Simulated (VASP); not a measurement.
Wanted: the native input for a VASP 6.6.1 run.

```yaml
Task: single point
Functional: r2SCAN
Potentials_or_basis: VASP PAW PBE potentials, release 64 (Mg, S)
Cutoff: 520 eV
k_mesh: 8 × 8 × 8
Occupations: gaussian, width 0.01 eV
Spin: no spin polarisation
Dipole_correction: no
Further_INCAR_settings: ALGO = Normal; EDIFF = 1e-07; NBANDS = 11
```

Crystal: MgS.

```
CELL_PARAMETERS angstrom
0.00000 2.88749 2.74847
2.88749 0.00000 2.74847
2.88749 2.88749 0.00000
ATOMIC_POSITIONS crystal
Mg 0.00000 0.00000 0.00000
S 0.25000 0.25000 0.25000
```

This cell differs from its parent crystal: epitaxial xy strain +2.0%.

One way to write it, as run:

POSCAR

```
MgS
1.0
    0.0000000000      2.8874943781      2.7484686699
    2.8874943781      0.0000000000      2.7484686699
    2.8874943781      2.8874943781      0.0000000000
Mg S
1 1
Direct
    0.0000000000      0.0000000000      0.0000000000
    0.2500000000      0.2500000000      0.2500000000
```

INCAR.step1

```
SYSTEM = MgS
ALGO = Normal ; EDIFF = 1E-4
ENCUT = 520 ; GGA = PE
ISMEAR = 0 ; LASPH = .TRUE.
LCHARG = .FALSE. ; LREAL = .FALSE.
LWAVE = .TRUE. ; NBANDS = 11
NELM = 60 ; PREC = Accurate
SIGMA = 0.01
```

INCAR.step2

```
SYSTEM = MgS
ALGO = Normal ; EDIFF = 1E-7
ENCUT = 520 ; ISIF = 2
ISMEAR = 0 ; ISTART = 1
LASPH = .TRUE. ; LCHARG = .FALSE.
LMIXTAU = .TRUE. ; LREAL = .FALSE.
LWAVE = .FALSE. ; METAGGA = R2SCAN
NBANDS = 11 ; NELM = 60
PREC = Accurate ; SIGMA = 0.01
```

KPOINTS

```
k-points
0
G
  8 8 8
  0 0 0
```

Potentials or basis: VASP PAW PBE potentials, release 64 (Mg, S).

Run with:

```sh
$ cat potpaw_PBE.64/Mg/POTCAR potpaw_PBE.64/S/POTCAR > POTCAR
$ cp INCAR.step1 INCAR
$ mpirun -np 1 vasp_std > vasp.out
$ cp INCAR.step2 INCAR
$ mpirun -np 1 vasp_std > vasp.out
```

Results of the run:

```yaml
Pressure: -0.9 GPa
Band_gap_on_the_k_mesh: 3.99 eV, direct
```

Caveat: the cell differs from its parent crystal (epitaxial xy strain +2.0%); the PAW data sets were made with another functional, which shifts forces and pressure a little.

Wall time 2.1 min on 1 thread of Intel(R) Xeon(R) 6975P-C (Granite Rapids) (shared host), peak memory 0.18 GiB.
